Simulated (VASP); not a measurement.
Set up this calculation in VASP 6.6.1, as the native input.

```
Task                   : relaxation of cell and atoms
Functional             : r2SCAN
Potentials or basis    : VASP PAW PBE potentials, release 64 (Cs_sv, I)
Cutoff                 : 550 eV
k mesh                 : 6 × 6 × 6
Occupations            : fermi-dirac, width 0.02 eV
Spin                   : no spin polarisation
Dipole correction      : no
Further INCAR settings : ALGO = Normal; EDIFF = 1e-07; IBRION = 2; EDIFFG = -0.005; NSW = 100; ISIF = 3
```

The system is CsI.

```
Cs I
1.0
     4.62680    0.00000    0.00000
     0.00000    4.62680    0.00000
     0.00000    0.00000    4.62680
Cs I
1 1
Direct
  0.00000 0.00000 0.00000
  0.50000 0.50000 0.50000
```

One way to write it, as run:

POSCAR

```
CsI
1.0
    4.6267950494      0.0000000000      0.0000000000
    0.0000000000      4.6267950494      0.0000000000
    0.0000000000      0.0000000000      4.6267950494
Cs I
1 1
Direct
    0.0000000000      0.0000000000      0.0000000000
    0.5000000000      0.5000000000      0.5000000000
```

INCAR.step1

```
  PREC = Accurate
  ENCUT = 550
  ISMEAR = -1
  SIGMA = 0.02
  LREAL = False
  LASPH = True
  NELM = 120
  GGA = PE
  ALGO = Normal
  EDIFF = 1E-5
  LWAVE = True
  LCHARG = False
  GGA_COMPAT = False
  IBRION = 2
  ISIF = 3
  EDIFFG = -0.005
  NELMIN = 4
  NSW = 100
```

INCAR.step2

```
  PREC = Accurate
  ENCUT = 550
  EDIFF = 1E-7
  ISMEAR = -1
  SIGMA = 0.02
  LREAL = False
  LASPH = True
  NELM = 120
  ALGO = Normal
  ISIF = 3
  LWAVE = False
  LCHARG = False
  METAGGA = R2SCAN
  LMIXTAU = True
  IBRION = 2
  NSW = 100
  EDIFFG = -0.005
  ISTART = 1
  GGA_COMPAT = False
  NELMIN = 4
```

KPOINTS

```
regular mesh
0
Gamma
  6 6 6
```

Potentials or basis: VASP PAW PBE potentials, release 64 (Cs_sv, I).

Run with:

```bash
$ cat potpaw_PBE.64/Cs_sv/POTCAR potpaw_PBE.64/I/POTCAR > POTCAR
$ cp INCAR.step1 INCAR
$ mpirun -np 1 vasp_std > vasp.out
$ cp INCAR.step2 INCAR
$ mpirun -np 1 vasp_std > vasp.out
```

Results of the run:

The relaxed volume is 49.16 Å³/atom. The relaxed cell is a = 4.615 Å, b = 4.615 Å, c = 4.615 Å, α = 90.00°, β = 90.00°, γ = 90.00° and the space group after relaxing (to 0.05 Å) is Pm-3m (No. 221). The energy gained by relaxing is 0.1 meV/atom. The ionic steps are 3 and the pressure after relaxing is 0.0 GPa. The band gap on the k mesh is 4.48 eV, indirect (least direct gap 4.58 eV).

Caveat: the PAW data sets were made with another functional, which shifts forces and pressure a little; spin-orbit coupling is left out, which moves the levels of the heavy elements.

It took 110 s on 1 thread of Intel(R) Xeon(R) 6975P-C (Granite Rapids) (shared host), peak memory 0.24 GiB.
